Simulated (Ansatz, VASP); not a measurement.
**One calculation of Y2Os, two programs**

```
CELL_PARAMETERS angstrom
0.00000 3.38968 3.38968
3.38968 0.00000 3.38968
3.38968 3.38968 0.00000
ATOMIC_POSITIONS crystal
Y 0.25000 0.25000 0.25000
Y 0.75000 0.75000 0.75000
Os 0.00000 0.00000 0.00000
```

Change from the starting cell: relaxed end of: species swapped into the Si2Ni type (Fm-3m, No. 225).

Alike in both runs: functional PBE; k mesh 12 × 12 × 12; occupations gaussian, width 0.1 eV; no spin polarisation.

Ansatz relaxed the structure, and its values are those at the end. VASP's run is a single point on that final structure, the one shown.

|  | VASP | Ansatz |
| --- | --- | --- |
| version | VASP 6.6.1 | Ansatz 0.2.0 |
| potentials or method | VASP PAW PBE potentials, release 64 (Y_sv, Os), cutoff 520 eV | scalar-relativistic, plane waves, PAW |
| valence electrons in the cell | 30 | 38 |

```tsv
	VASP	Ansatz	Ansatz less VASP
gap on the k mesh at the Fermi level (eV)	none	none	-
pressure (GPa)	-0.1	0.0	+0.12
```

A gap of «none» marks a metal or a gap that the smearing closes. VASP's potentials hold 30 valence electrons a cell and Ansatz's 38, so a difference there can come from the potentials and not from the codes.

Neither program's run includes spin-orbit coupling.
